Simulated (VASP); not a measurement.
Set up this calculation in VASP 6.6.1, as the native input.

| Quantity | Value |
| --- | --- |
| Task | single point |
| Functional | PBEsol |
| Potentials or basis | VASP PAW PBE potentials, release 64 (Ca_sv, F) |
| Cutoff | 600 eV |
| k mesh | 7 × 7 × 7 |
| Occupations | methfessel-paxton, width 0.1 eV |
| Spin | no spin polarisation |
| Dipole correction | no |
| Further INCAR settings | ALGO = Normal; EDIFF = 1e-06; NBANDS = 19 |

The structure of CaF2 lies in POSCAR:

```
CaF2
1.0
    0.0000000000      2.7102464627      2.7102464627
    2.7102464627      0.0000000000      2.7102464627
    2.7102464627      2.7102464627      0.0000000000
Ca F
1 2
Direct
    0.0000000000      0.0000000000      0.0000000000
    0.2500000000      0.2500000000      0.2500000000
    0.7500000000      0.7500000000      0.7500000000
```

One way to write it, as run:

INCAR

```
SYSTEM = CaF2
ALGO = Normal
EDIFF = 1E-6
ENCUT = 600
GGA = PS
GGA_COMPAT = .FALSE.
ISIF = 2
ISMEAR = 1
LASPH = .TRUE.
LCHARG = .FALSE.
LREAL = .FALSE.
LWAVE = .FALSE.
NBANDS = 19
NELM = 120
PREC = Accurate
SIGMA = 0.1
```

KPOINTS

```
k-points
0
G
  7 7 7
  0 0 0
```

Potentials or basis: VASP PAW PBE potentials, release 64 (Ca_sv, F).

The run is started by

```console
$ cat potpaw_PBE.64/Ca_sv/POTCAR potpaw_PBE.64/F/POTCAR > POTCAR
$ mpirun -np 1 vasp_std > vasp.out
```

It gave:

```
Pressure               : 0.3 GPa
Band gap on the k mesh : 7.26 eV (least direct gap 7.49 eV)
```

Caveat: the PAW data sets were made with another functional, which shifts forces and pressure a little; an odd mesh through Γ misses points on the zone boundary, where band edges can lie.

Wall time 11 s on 1 thread of Intel(R) Xeon(R) Platinum 8559C (Emerald Rapids), with other jobs on the host, peak memory 0.18 GiB.
